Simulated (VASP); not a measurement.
Input of a VASP 6.6.1 run:

INCAR

```
ALGO = Normal ; EDIFF = 1E-6
ENCUT = 520 ; GGA = PE
ISIF = 2 ; ISMEAR = -1
LASPH = T ; LCHARG = T
LELF = T ; LREAL = F
LVHAR = T ; LWAVE = F
NBANDS = 8 ; NELM = 100
PREC = Accurate ; SIGMA = 0.1
```

File KPOINTS:

```
k-points
0
Gamma
  21 21 21
```

File POSCAR:

```
B
1.0
    0.0000000000      1.4137073840      1.4137073840
    1.4137073840      0.0000000000      1.4137073840
    1.4137073840      1.4137073840      0.0000000000
B
1
Direct
    0.0000000000      0.0000000000      0.0000000000
```

Potentials or basis: VASP PAW PBE potentials, release 64 (B).

Launch:

```sh
$ cat potpaw_PBE.64/B/POTCAR > POTCAR
$ mpirun -np 1 vasp_std > vasp.out
```

(1) Estimate the pressure.

Answers

(1) 12.1 GPa.
